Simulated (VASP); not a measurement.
# Co (Fd-3m) in VASP: notebook

Runs on Co. Level: LDA. Tasks: single point.

Everything below comes from runs of VASP 6.6.1. Logs are shortened: lines on timing, memory, paths and dates and some standing lists are left out, and cuts for length are marked.

## 1. The cell of the first run

It takes space group Fd-3m (No. 227, cubic). Conventional cell: a = 4.794 Å, b = 4.794 Å, c = 4.794 Å, α = 90.00°, β = 90.00°, γ = 90.00°. Within 2.7 Å of Co (site symmetry -43m) lie 4 Co at 2.08 Å.

## 2. Single point, LDA

Contents of INCAR:

```
SYSTEM = Co
  PREC = Accurate
  ENCUT = 520
  EDIFF = 1E-6
  ISMEAR = -1
  SIGMA = 0.1
  LREAL = .False.
  LASPH = .True.
  NELM = 100
  ALGO = Normal
  ISIF = 2
  LWAVE = .False.
  LCHARG = .True.
  GGA = CA
  LELF = .True.
  LVHAR = .True.
  NBANDS = 16
```

Contents of KPOINTS:

```
Automatic mesh
0
Gamma
  19 19 19
  0 0 0
```

Contents of POSCAR:

```
Co
1.0
    0.0000000000      2.3969338415      2.3969338415
    2.3969338415      0.0000000000      2.3969338415
    2.3969338415      2.3969338415      0.0000000000
Co
2
Direct
    0.1250000000      0.1250000000      0.1250000000
    0.8750000000      0.8750000000      0.8750000000
```

Potentials or basis: VASP PAW LDA potentials, release 64 (Co).

Started as:

```console
> cat potpaw_LDA.64/Co/POTCAR > POTCAR
> mpirun -np 1 vasp_std > vasp.out
```

OUTCAR:

```text
SYSTEM = Co
   PREC = Accurate
   ENCUT = 520
   EDIFF = 1E-6
   ISMEAR = -1
   LREAL = .False.
   LASPH = .True.
   NELM = 100
   ISIF = 2
   GGA = CA

 ion  position               nearest neighbor table
   1  0.125  0.125  0.125-   2 2.08   2 2.08   2 2.08   2 2.08
   2  0.875  0.875  0.875-   1 2.08   1 2.08   1 2.08   1 2.08

  LATTYP: Found a face centered cubic cell.
 ALAT       =     4.7938676830

  Lattice vectors:

 A1 = (   0.0000000000,   2.3969338415,   2.3969338415)
 A2 = (   2.3969338415,   0.0000000000,   2.3969338415)
 A3 = (   2.3969338415,   2.3969338415,   0.0000000000)

Analysis of symmetry for initial positions (statically):
=====================================================================
 Subroutine PRICEL returns:
 Original cell was already a primitive cell.

 Routine SETGRP: Setting up the symmetry group for a
 face centered cubic supercell.

 Subroutine GETGRP returns: Found 48 space group operations
 (whereof 12 operations were pure point group operations)
 out of a pool of 48 trial point group operations.

The static configuration has the point symmetry D_3d.
 The point group associated with its full space group is O_h .

Analysis of symmetry for dynamics (positions and initial velocities):
=====================================================================
 Subroutine PRICEL returns:
 Original cell was already a primitive cell.

 Routine SETGRP: Setting up the symmetry group for a
 face centered cubic supercell.

 Subroutine GETGRP returns: Found 48 space group operations
 (whereof 12 operations were pure point group operations)
 out of a pool of 48 trial point group operations.

The dynamic configuration has the point symmetry D_3d.
 The point group associated with its full space group is O_h .

 Subroutine INISYM returns: Found 48 space group operations
 (whereof 12 operations are pure point group operations),
 and found     1 'primitive' translations

----------------------------------------------------------------------------------------

                                     Primitive cell

  volume of cell :      27.5422

  direct lattice vectors                    reciprocal lattice vectors
     0.000000000  2.396933842  2.396933842    -0.208599833  0.208599833  0.208599833
     2.396933842  0.000000000  2.396933842     0.208599833 -0.208599833  0.208599833
     2.396933842  2.396933842  0.000000000     0.208599833  0.208599833 -0.208599833

  length of vectors
     3.389776347  3.389776347  3.389776347     0.361305510  0.361305510  0.361305510

  position of ions in fractional coordinates (direct lattice)
     0.125000000  0.125000000  0.125000000
     0.875000000  0.875000000  0.875000000

  ion indices of the primitive-cell ions
   primitive index   ion index
                 1           1
                 2           2

----------------------------------------------------------------------------------------

 KPOINTS: Automatic mesh

Automatic generation of k-mesh.
 Grid dimensions read from file:
 generate k-points for:   19   19   19

 Generating k-lattice:

  Cartesian coordinates                     Fractional coordinates (reciprocal lattice)
    -0.010978939  0.010978939  0.010978939     0.052631579  0.000000000  0.000000000
     0.010978939 -0.010978939  0.010978939     0.000000000  0.052631579  0.000000000
     0.010978939  0.010978939 -0.010978939     0.000000000  0.000000000  0.052631579

  Length of vectors
     0.019016079  0.019016079  0.019016079

  Shift w.r.t. Gamma in fractional coordinates (k-lattice)
     0.000000000  0.000000000  0.000000000

 Subroutine IBZKPT returns following result:
 ===========================================

 Found    220 irreducible k-points:

 Following reciprocal coordinates:
            Coordinates               Weight
  0.000000  0.000000  0.000000      1.000000
  0.052632  0.000000  0.000000      8.000000
  0.105263  0.000000  0.000000      8.000000
  0.157895  0.000000  0.000000      8.000000
  0.210526  0.000000  0.000000      8.000000
  0.263158  0.000000  0.000000      8.000000
[... 16 lines left out ...]
 -0.315789  0.052632  0.000000     24.000000
 -0.263158  0.052632  0.000000     24.000000
 [... further k-points ...]
   k-points           NKPTS =    220   k-points in BZ     NKDIM =    220   number of bands    NBANDS=     16
   number of dos      NEDOS =    301   number of ions     NIONS =      2
   total plane-waves  NPLWV =  21952
   dimension x,y,z NGX =    28 NGY =   28 NGZ =   28
   dimension x,y,z NGXF=    56 NGYF=   56 NGZF=   56
   ions per type =               2
   NGX,Y,Z   is equivalent  to a cutoff of  13.73, 13.73, 13.73 a.u.
   NGXF,Y,Z  is equivalent  to a cutoff of  27.46, 27.46, 27.46 a.u.
 SYSTEM =  Co
   PREC   = accura    normal or accurate (medium, high low for compatibility)
   ISTART =      0    job   : 0-new  1-cont  2-samecut
   ICHARG =      2    charge: 1-file 2-atom 10-const
   ISPIN  =      1    spin polarized calculation?
   LNONCOLLINEAR =      F non collinear calculations
   LSORBIT =      F    spin-orbit coupling
   LASPH  =      T    aspherical Exc in radial PAW
   ENCUT  =  520.0 eV  38.22 Ry    6.18 a.u.   6.30  6.30  6.30*2*pi/ulx,y,z
   NELM   =    100;   NELMIN=  2; NELMDL= -5     # of ELM steps
   EDIFF  = 0.1E-05   stopping-criterion for ELM
   LREAL  =      F    real-space projection
   EDIFFG = 0.1E-04   stopping-criterion for IOM
   NSW    =      0    number of steps for IOM
   IBRION =     -1    ionic relax: 0-MD 1-quasi-New 2-CG
   NFREE  =      0    steps in history (QN), initial steepest desc. (CG)
   ISIF   =      2    stress and relaxation
   ISYM   =      2    0-nonsym 1-usesym 2-fastsym
   POTIM  = 0.5000    time-step for ionic-motion
   TEBEG  =    0.0;   TEEND  =   0.0 temperature during run
   PSTRESS=    0.0 pullay stress
   NELECT =      18.0000    total number of electrons
   NUPDOWN=      -1.0000    fix difference up-down
   EMIN   =  10.00;   EMAX   =-10.00  energy-range for DOS
   EFERMI =   0.00;   METHOD = LEGACY
   ISMEAR =    -1;   SIGMA  =   0.10  broadening in eV -4-tet -1-fermi 0-gaus
   EFERMI_NEDOS =   21; number of points for ismear=-14 and -15
   IALGO  =     38    algorithm
   IMIX   =      4    mixing-type and parameters
     AMIX     =   0.40;   BMIX     =  1.00
     AMIX_MAG =   1.60;   BMIX_MAG =  1.00
  volume/ion in A,a.u.               =      13.77        92.93
  Fermi-wavevector in a.u.,A,eV,Ry     =   1.420691  2.684717 27.461494  2.018363
  Thomas-Fermi vector in A             =   2.541580
   LORBIT       =      0    0 simple, 1 ext, 2 COOP (PROOUT), +10 PAW based schemes
   GGA     = CA    functional components
   LHFCALC =     F    Hartree Fock is set to
   AEXX    =    0.0000 exact exchange contribution
   IVDW    =     0    specifies the selected vdW correction
   LEPSILON=     F    determine dielectric tensor
   LRPA    =     F    only Hartree local field effects (RPA)
 non-spin polarized calculation
  energy-cutoff  :      520.00
  volume of cell :       27.54
 maximum number of plane-waves:       756
 NGX is ok and might be reduce to    28
   NGX = 13   NGY = 13   NGZ = 13

 number of electron      18.0000008 magnetization

 Free energy of the ion-electron system (eV)
  ---------------------------------------------------
  ext. energy  EPLUGINS =         0.00000000
  ---------------------------------------------------
  free energy    TOTEN  =       -13.63188706 eV

  energy without entropy =      -13.50468085  energy(sigma->0) =      -13.56828396

 E-fermi :   6.9369     XC(G=0): -12.0824

 val. band max:        6.9363769328   @ k =  -0.2105   0.3158   0.1053
 cond. band min:       6.9377970504   @ k =   0.2632   0.1579   0.0000
 fundamental gap:      0.0014201176
 Fermi energy:         6.9369191353

 k-point     1 :       0.0000    0.0000    0.0000
  band No.  band energies     occupation
      1      -0.3344      2.00000
      2       3.5761      2.00000
      3       3.5761      2.00000
      4       3.7924      2.00000
      5       3.7924      2.00000
      6       3.7924      2.00000
[... 8 lines left out ...]
     15      21.2233      0.00000
     16      21.2233      0.00000

 k-point     2 :       0.0526    0.0000    0.0000
  band No.  band energies     occupation
      1      -0.2761      2.00000
      2       3.5311      2.00000
      3       3.5311      2.00000
      4       3.7953      2.00000
      5       3.8520      2.00000
      6       3.8520      2.00000
[... 8 lines left out ...]
     15      21.8882      0.00000
     16      21.9018      0.00000

 k-point     3 :       0.1053    0.0000    0.0000
  band No.  band energies     occupation
      1      -0.1028      2.00000
      2       3.4605      2.00000
      3       3.4605      2.00000
      4       3.8054      2.00000
      5       3.9623      2.00000
      6       3.9623      2.00000
[... 8 lines left out ...]
     15      21.8545      0.00000
     16      22.6934      0.00000

 k-point     4 :       0.1579    0.0000    0.0000
  band No.  band energies     occupation
      1       0.1807      2.00000
      2       3.4074      2.00000
      3       3.4074      2.00000
      4       3.8266      2.00000
      5       4.0678      2.00000
      6       4.0678      2.00000
[... 8 lines left out ...]
     15      21.4637      0.00000
     16      23.3751      0.00000
[... 324 lines left out ...]
 k-point    22 :      -0.3684    0.0526    0.0000
  band No.  band energies     occupation
      1       2.3169      2.00000
      2       3.4176      2.00000
      3       3.5910      2.00000
      4       3.8540      2.00000
      5       4.0018      2.00000
      6       4.1329      2.00000
[... 8 lines left out ...]
     15      19.8749      0.00000
     16      21.4533      0.00000

 k-point    23 :      -0.3158    0.0526    0.0000
  band No.  band energies     occupation
      1       1.7850      2.00000
      2       3.3434      2.00000
      3       3.5369      2.00000
      4       3.9223      2.00000
      5       4.0515      2.00000
      6       4.2208      2.00000
[... 8 lines left out ...]
     15      20.1528      0.00000
     16      21.5941      0.00000

 k-point    24 :      -0.2632    0.0526    0.0000
  band No.  band energies     occupation
      1       1.2505      2.00000
      2       3.2982      2.00000
      3       3.4955      2.00000
      4       3.9106      2.00000
      5       4.0830      2.00000
      6       4.2655      2.00000
[... 8 lines left out ...]
     15      20.5095      0.00000
     16      21.8607      0.00000

 [... further k-points ...]
[... 5 lines left out ...]
  --------------------------------------------------------------------------------------
  -------------------------------------------------------------------------------------
  Total       -0.3033542     -0.3033542     -0.3033542      0.0000000      0.0000000      0.0000000
  in kB      -17.6466585    -17.6466585    -17.6466585      0.0000000      0.0000000      0.0000000
  external PRESSURE =     -17.6466585 kB  Pullay stress =       0.0000000 kB

 VOLUME and BASIS-vectors are now :
 -----------------------------------------------------------------------------
  energy-cutoff  :      520.00
  volume of cell :       27.54
      direct lattice vectors                 reciprocal lattice vectors
     0.000000000  2.396933842  2.396933842    -0.208599833  0.208599833  0.208599833
     2.396933842  0.000000000  2.396933842     0.208599833 -0.208599833  0.208599833
     2.396933842  2.396933842  0.000000000     0.208599833  0.208599833 -0.208599833

 POSITION                                       TOTAL-FORCE (eV/Angst)
 -----------------------------------------------------------------------------------
      0.59923      0.59923      0.59923        -0.000000     -0.000000     -0.000000
      4.19463      4.19463      4.19463         0.000000      0.000000      0.000000
 -----------------------------------------------------------------------------------
    total drift:                                0.000000      0.000000     -0.000000

  FREE ENERGIE OF THE ION-ELECTRON SYSTEM (eV)
  ---------------------------------------------------
  free  energy   TOTEN  =       -13.6318870608 eV

  energy  without entropy=      -13.5046808496  energy(sigma->0) =      -13.56828396
```

Wall time 1.8 min (1 thread of AMD EPYC 7R43 (Zen 3), shared host); peak memory 0.17 GiB.

Results:

```yaml
Free_energy: -13.6319 eV
Pressure: -1.8 GPa
Band_gap_on_the_k_mesh: zero (band 9 reaches 7.45 eV, above the bottom of band 10 at 6.54 eV)
```

Levels at points of the mesh, in eV from the Fermi level:
```csv
k point,band 5,band 6,band 7,band 8,band 9,band 10,band 11,band 12,band 13,band 14
"(0.00, 0.00, 0.00)",-3.14,-3.14,-1.17,-1.17,-1.17,0.35,0.35,14.07,14.07,14.07
```

Caveat: the run has no spin polarisation, though such a crystal can be magnetic.

## 3. Single point, LDA

Contents of INCAR:

```
SYSTEM = Co
ALGO     = Normal         ! electronic algorithm
EDIFF    = 1E-6           ! SCF threshold, eV
ENCUT    = 600            ! plane-wave cutoff, eV
GGA      = CA             ! functional
GGA_COMPAT= .FALSE.      
ISIF     = 2              ! what is computed and relaxed
ISMEAR   = -1             ! smearing method
LASPH    = .TRUE.         ! aspherical terms in the spheres
LCHARG   = .TRUE.         ! write CHGCAR
LELF     = .TRUE.         ! ELF
LREAL    = .FALSE.        ! projectors in reciprocal space
LVHAR    = .TRUE.       
LWAVE    = .FALSE.        ! write WAVECAR
NBANDS   = 24             ! bands
NELM     = 120            ! most SCF steps
PREC     = Accurate       ! precision mode
SIGMA    = 0.1            ! smearing width, eV
```

Contents of KPOINTS:

```
k-points
0
G
  11 11 11
  0 0 0
```

POSCAR is that of step 2.

Potentials or basis: VASP PAW LDA potentials, release 64 (Co_sv).

Started as:

```console
> cat potpaw_LDA.64/Co_sv/POTCAR > POTCAR
> mpirun -np 1 vasp_std > vasp.out
```

Run time: 34 s. Hardware: 1 thread of Intel Xeon 6975P-C (Granite Rapids), shared host; peak memory 0.15 GiB.

The run converged. Its results:

* Free energy: -13.6653 eV
* Pressure: -2.7 GPa
* Band gap on the k mesh: zero (band 17 reaches 8.71 eV, above the bottom of band 18 at 7.94 eV)

Levels at points of the mesh, in eV from the Fermi level:
```
           k point  band 13  band 14  band 15  band 16  band 17  band 18  band 19  band 20  band 21  band 22
(0.00, 0.00, 0.00)    -3.17    -3.17    -1.18    -1.18    -1.18     0.35     0.35    14.02    14.02    14.02
```

Caveat: the run has no spin polarisation, though such a crystal can be magnetic. Spin polarisation is off, so any magnetic state and its effect on volume and gap are missing.

## 4. Single point, LDA

Contents of INCAR:

```
PREC     = Accurate       # precision mode
ENCUT    = 600            # plane-wave cutoff, eV
EDIFF    = 1E-6           # SCF threshold, eV
ISMEAR   = -1             # smearing method
SIGMA    = 0.1            # smearing width, eV
LREAL    = False          # projectors in reciprocal space
LASPH    = True           # aspherical terms in the spheres
NELM     = 120            # most SCF steps
ALGO     = Normal         # electronic algorithm
ISIF     = 2              # what is computed and relaxed
LWAVE    = False          # write WAVECAR
LCHARG   = False          # write CHGCAR
NBANDS   = 24             # bands
GGA_COMPAT= False
```

Contents of KPOINTS:

```
regular mesh
0
Gamma
  13 13 13
```

POSCAR is that of step 3.

Potentials or basis: VASP PAW LDA potentials, release 64 (Co_sv).

Started as:

```console
> cat potpaw_LDA.64/Co_sv/POTCAR > POTCAR
> mpirun -np 1 vasp_std > vasp.out
```

OUTCAR:

```text
PREC = Accurate
   ENCUT = 600
   EDIFF = 1E-6
   ISMEAR = -1
   LREAL = False
   LASPH = True
   NELM = 120
   ISIF = 2

 ion  position               nearest neighbor table
   1  0.125  0.125  0.125-   2 2.08   2 2.08   2 2.08   2 2.08
   2  0.875  0.875  0.875-   1 2.08   1 2.08   1 2.08   1 2.08

  LATTYP: Found a face centered cubic cell.
 ALAT       =     4.7938676830

  Lattice vectors:

 A1 = (   0.0000000000,   2.3969338415,   2.3969338415)
[... 835 lines left out ...]
------------------------ aborting loop because EDIFF is reached ----------------------------------------

  FORCE on cell =-STRESS in cart. coord.  units (eV):
  Direction    XX          YY          ZZ          XY          YZ          ZX
  --------------------------------------------------------------------------------------
  -------------------------------------------------------------------------------------
  Total       -0.4782736     -0.4782736     -0.4782736     -0.0000000     -0.0000000      0.0000000
  in kB      -27.8220331    -27.8220331    -27.8220331     -0.0000000     -0.0000000      0.0000000
  external PRESSURE =     -27.8220331 kB  Pullay stress =       0.0000000 kB

 VOLUME and BASIS-vectors are now :
 -----------------------------------------------------------------------------
  energy-cutoff  :      600.00
  volume of cell :       27.54
      direct lattice vectors                 reciprocal lattice vectors
     0.000000000  2.396933842  2.396933842    -0.208599833  0.208599833  0.208599833
     2.396933842  0.000000000  2.396933842     0.208599833 -0.208599833  0.208599833
     2.396933842  2.396933842  0.000000000     0.208599833  0.208599833 -0.208599833

 POSITION                                       TOTAL-FORCE (eV/Angst)
 -----------------------------------------------------------------------------------
      0.59923      0.59923      0.59923        -0.000000     -0.000000     -0.000000
      4.19463      4.19463      4.19463         0.000000      0.000000      0.000000
 -----------------------------------------------------------------------------------
    total drift:                                0.000000      0.000000      0.000000

  FREE ENERGIE OF THE ION-ELECTRON SYSTEM (eV)
  ---------------------------------------------------
  free  energy   TOTEN  =       -13.6649671243 eV

  energy  without entropy=      -13.5385192759  energy(sigma->0) =      -13.60174320
```

It took 42 s on 1 thread of AMD EPYC 9R45 (Zen 5), shared host; peak memory 0.14 GiB.

Results:

- Free energy: -13.6650 eV
- Pressure: -2.8 GPa
- Band gap on the k mesh: zero (band 17 reaches 8.71 eV, above the bottom of band 18 at 7.78 eV)

Caveat: the run has no spin polarisation, though such a crystal can be magnetic.

## 5. Overview

| potentials or basis | k mesh | cutoff (eV) | second run | gap on the mesh (eV) | pressure (GPa) |
| --- | --- | --- | --- | --- | --- |
| VASP PAW LDA potentials, release 64 (Co) | 19 × 19 × 19 | 520 | - | none | -1.8 |
| VASP PAW LDA potentials, release 64 (Co_sv) | 11 × 11 × 11 | 600 | valence_matched | none | -2.7 |
| VASP PAW LDA potentials, release 64 (Co_sv) | 13 × 13 × 13 | 600 | valence_matched | none | -2.8 |

Alike in all rows: task single point; level LDA; no spin polarisation; cell a = 3.390 Å, angles 60.0°, 2 atoms; smearing fermi-dirac 0.1 eV.

Caveats: the run has no spin polarisation, though such a crystal can be magnetic.

Absolute energies hang on the potentials; compare differences alone.
